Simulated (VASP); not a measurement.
Set up this calculation in VASP 6.6.1, as the native input.

* Task: single point
* Functional: PBE
* Potentials or basis: VASP PAW PBE potentials, release 64 (O_h)
* Cutoff: 1000 eV
* k mesh: 1 × 1 × 1
* Occupations: fermi-dirac, width 0.02 eV
* Spin: collinear spin, ferromagnetic start
* Starting moments: [0.56, 0.56, 0.56, 0.56, 0.56, 0.56, 0.56, 0.56, 0.56, 0.56, 0.56, 0.56] μB
* Dipole correction: no
* Further INCAR settings: ALGO = Normal; EDIFF = 1e-06; NBANDS = 52

The structure of O lies in POSCAR:

```
O
1.0
    7.1569970000      0.0000000000      0.0000000000
    0.0000000000      7.1569970000      0.0000000000
    0.0000000000      0.0000000000      7.1569970000
O
12
Direct
    0.0530809221      0.6975411615      0.5032417926
    0.1693168238      0.7714548434      0.4079923465
    0.7390529855      0.0228447769      0.4895069818
    0.7672631412      0.1907643667      0.5150484204
    0.2750315530      0.5546739785      0.0658236967
    0.2082996542      0.6842394932     -0.0196870280
    0.5664386893      0.6308511796      0.7441109728
    0.5067209054      0.5121561459      0.6402266202
    0.2100322244      0.1771553069      0.7165156000
    0.2439011781      0.0762051458      0.8514185489
    0.8089146887      0.8948585559      0.1421685660
    0.7638958071      0.9164737669     -0.0183177386
```

One way to write it, as run:

INCAR

```
SYSTEM = O
PREC = Accurate ; ENCUT = 1000
EDIFF = 1E-6 ; ISMEAR = -1
SIGMA = 0.02 ; LREAL = .FALSE.
LASPH = .TRUE. ; NELM = 200
ALGO = Normal ; ISIF = 2
LWAVE = .FALSE. ; LCHARG = .TRUE.
ISPIN = 2 ; MAGMOM = 0.56 0.56 0.56 0.56 0.56 0.56 0.56 0.56 0.56 0.56 0.56 0.56
LORBIT = 11 ; GGA = PE
LELF = .TRUE. ; LVHAR = .TRUE.
NBANDS = 52 ; GGA_COMPAT = .FALSE.
```

KPOINTS

```
Automatic mesh
0
G
  1 1 1
  0 0 0
```

Potentials or basis: VASP PAW PBE potentials, release 64 (O_h).

Command:

```console
$ cat potpaw_PBE.64/O_h/POTCAR > POTCAR
$ mpirun -np 1 vasp_gam > vasp.out
```

Results of the run:

```json
{
 "Pressure": "0.7 GPa",
 "Largest force": "1.543 eV/Å",
 "Net moment": "12.00 μB per cell",
 "Site moments": "O +0.62 μB",
 "Valence electrons inside the program's atomic spheres": "O 3.32, 3.30, 3.31 (each value once)"
}
```

Caveat: the k points lie up to 0.88 Å⁻¹ apart, too coarse for converged energies, forces and pressures.

It took 5.4 min on 1 thread of Intel(R) Xeon(R) Platinum 8175M CPU @ 2.50GHz (Skylake/Cascade Lake), on a shared host, peak memory 1.2 GiB.
